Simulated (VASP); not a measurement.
Crystal: Nb3ReTe.

```
Nb Re Te
1.0
     3.75842    0.00000    0.00000
     0.00000    3.75842    0.00000
     0.00000    0.00000    7.34104
Nb Re Te
3 1 1
Cartesian
  1.8792 0.0000 4.1185
  0.0000 1.8792 4.1185
  1.8792 1.8792 6.4563
  0.0000 0.0000 6.8814
  1.8792 1.8792 2.2679
```

```yaml
Program: VASP 6.6.1
Task: relaxation of cell and atoms
Functional: PBE
Potentials_or_basis: VASP PAW PBE potentials, release 64 (Nb_sv, Re, Te)
Cutoff: 600 eV
k_mesh: 4 × 4 × 4
Occupations: gaussian, width 0.1 eV
Spin: no spin polarisation
```

At the start: pressure 7.9 GPa; volume 20.74 Å³/atom.

Where does the relaxation end?

Over 16 steps the energy falls by 445.3 meV/atom and the volume is 21.73 Å³/atom (+4.8 %); space group P4mm (No. 99, to 0.05 Å).

The path:
| step | energy change (eV) | largest force (eV/Å) | pressure (GPa) | volume (Å³) |
| --- | --- | --- | --- | --- |
| 1 | 0.0000 | 5.1447 | 7.92 | 103.70 |
| 2 | -0.8449 | 2.3138 | -14.35 | 119.86 |
| 3 | -1.1643 | 2.7873 | -8.88 | 113.55 |
| 4 | -1.6433 | 1.8128 | 7.53 | 101.53 |
| 5 | -1.7275 | 1.2992 | 1.82 | 104.66 |
| 6 | -1.9529 | 1.4459 | 0.79 | 105.93 |
| 7 | -1.9904 | 2.0550 | -0.56 | 109.80 |
| 8 | -2.1522 | 0.6970 | -0.37 | 107.97 |
| 9 | -2.1855 | 0.7715 | 1.35 | 107.97 |
| 10 | -2.2058 | 0.6661 | 0.57 | 107.99 |
| 11 | -2.2237 | 0.1492 | -0.96 | 109.27 |
| 12 | -2.2238 | 0.1933 | -0.85 | 109.15 |
| 13 | -2.2204 | 0.2531 | 1.45 | 107.68 |
| 14 | -2.2265 | 0.0429 | 0.07 | 108.56 |
| 15 | -2.2265 | 0.0441 | 0.07 | 108.57 |
| 16 | -2.2267 | 0.0269 | 0.01 | 108.66 |

Final structure:
```
CELL_PARAMETERS angstrom
3.77994 0.00000 0.00000
0.00000 3.77994 0.00000
0.00000 0.00000 7.60502
ATOMIC_POSITIONS crystal
Nb 0.50000 0.00000 0.58221
Nb 0.00000 0.50000 0.58221
Nb 0.50000 0.50000 0.91576
Re 0.00000 0.00000 0.86839
Te 0.50000 0.50000 0.29929
```

Caveat: the k points lie up to 0.42 Å⁻¹ apart in the final cell.
